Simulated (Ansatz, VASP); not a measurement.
# CdSe in VASP and in Ansatz

POSCAR

```
CdSe
1.0
    0.0000000000      3.0677809647      2.9404680547
    3.0677809647      0.0000000000      2.9404680547
    3.0677809647      3.0677809647      0.0000000000
Cd Se
1 1
Direct
    0.0000000000      0.0000000000      0.0000000000
    0.2500000000      0.2500000000      0.2500000000
```

INCAR.step1

```
PREC = Accurate ; ENCUT = 520
ISMEAR = 0 ; SIGMA = 0.01
LREAL = False ; LASPH = True
NELM = 80 ; NBANDS = 16
GGA = PE ; ALGO = Normal
EDIFF = 1E-4 ; LWAVE = True
LCHARG = False
```

INCAR.step2

```
PREC = Accurate ; ENCUT = 520
EDIFF = 1E-6 ; ISMEAR = 0
SIGMA = 0.01 ; LREAL = False
LASPH = True ; NELM = 80
ALGO = Normal ; ISIF = 2
LWAVE = False ; LCHARG = False
METAGGA = R2SCAN ; LMIXTAU = True
NBANDS = 16 ; ISTART = 1
```

The input KPOINTS:

```
regular mesh
0
Gamma
  8 8 8
```

Input for Ansatz:

```yaml
crystal:
  lattice:
    - [0.0, 3.0677809647, 2.9404680547]
    - [3.0677809647, 0.0, 2.9404680547]
    - [3.0677809647, 3.0677809647, 0.0]
  atoms:
    - { symbol: Cd, position: [0.0, 0.0, 0.0] }
    - { symbol: Se, position: [0.25, 0.25, 0.25] }
kpoints:
  mp_grid: { grid: [8, 8, 8] }
  band_path:
    path:
      - [0.0, 0.0, 0.0]
      - [-0.5, -0.5, 0.0]
      - [-0.375, -0.375, 0.25]
      - [-0.375, 0.0, 0.375]
      - [0.0, 0.0, 0.5]
      - [-0.5, -0.25, 0.25]
    npoints: 1
hamiltonian:
  xc: r2scan
scf:
  occupations: { method: fixed }
  n_extra_bands: 4
output:
  forces: true
  stress: true
  eigenvalues: true
```

Change from the starting cell: uniaxial_z strain -4.2%.

Alike in both runs: task single point; functional r2SCAN; k mesh 8 × 8 × 8; no spin polarisation.

|  | VASP | Ansatz |
| --- | --- | --- |
| version | VASP 6.6.1 | Ansatz 0.2.0 |
| potentials or method | VASP PAW PBE potentials, release 64 (Cd, Se) | plane waves, PAW |
| plane-wave cutoff (eV) | 520 | 500 |
| occupations | gaussian, width 0.01 eV | fixed |
| valence electrons in the cell | 18 | 36 |

|  | VASP | Ansatz | Ansatz less VASP |
| --- | --- | --- | --- |
| gap on the k mesh at the Fermi level (eV) | 1.04 | 1.04 | +0.008 |
| pressure (GPa) | 2.6 | 2.3 | -0.29 |
| traceless stress, the component that is largest in VASP (GPa) | 0.36 | 0.36 | +0.007 |

VASP's potentials were made for PBE, not for r2SCAN. VASP's potentials hold 18 valence electrons a cell and Ansatz's 36, so a difference there can come from the potentials and not from the codes.
